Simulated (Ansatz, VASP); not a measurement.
## One calculation of NbSnSe4, two programs

```
CELL_PARAMETERS angstrom
5.10244 0.00000 0.00000
0.00000 5.10244 0.00000
0.00000 0.00000 7.65392
ATOMIC_POSITIONS crystal
Nb 0.50000 0.50000 0.84750
Sn 0.00000 0.00000 0.99742
Se 0.50000 0.50000 0.16037
Se 0.50000 0.00000 0.78616
Se 0.00000 0.50000 0.78616
Se 0.50000 0.50000 0.48301
```

Alike in both runs: functional PBE; k mesh 3 × 3 × 2; occupations gaussian, width 0.15 eV; no spin polarisation.

Ansatz relaxed the structure, and its values are those at the end. VASP's run is a single point on that final structure, the one shown.

|  | VASP | Ansatz |
| --- | --- | --- |
| version | VASP 6.6.1 | Ansatz 0.2.0 |
| potentials or method | VASP PAW PBE potentials, release 64 (Nb_sv, Sn_d, Se), cutoff 500 eV | scalar-relativistic, plane waves, PAW |
| valence electrons in the cell | 51 | 91 |

VASP gave:

* gap on the k mesh at the Fermi level (eV): none
* pressure (GPa): 0.0
* rms of the force components (eV/Å): 0.013

Task: Estimate Ansatz's values.

Result: gap on the k mesh at the Fermi level (eV): none; pressure (GPa): 0.0; rms of the force components (eV/Å): 0.014.

A gap of «none» marks a metal or a gap that the smearing closes. The functional is the same, so the differences come from potentials, cutoffs and numerics. VASP's potentials hold 51 valence electrons a cell and Ansatz's 91, so a difference there can come from the potentials and not from the codes.

The k mesh is coarse, so the values compare programs but aren't converged.
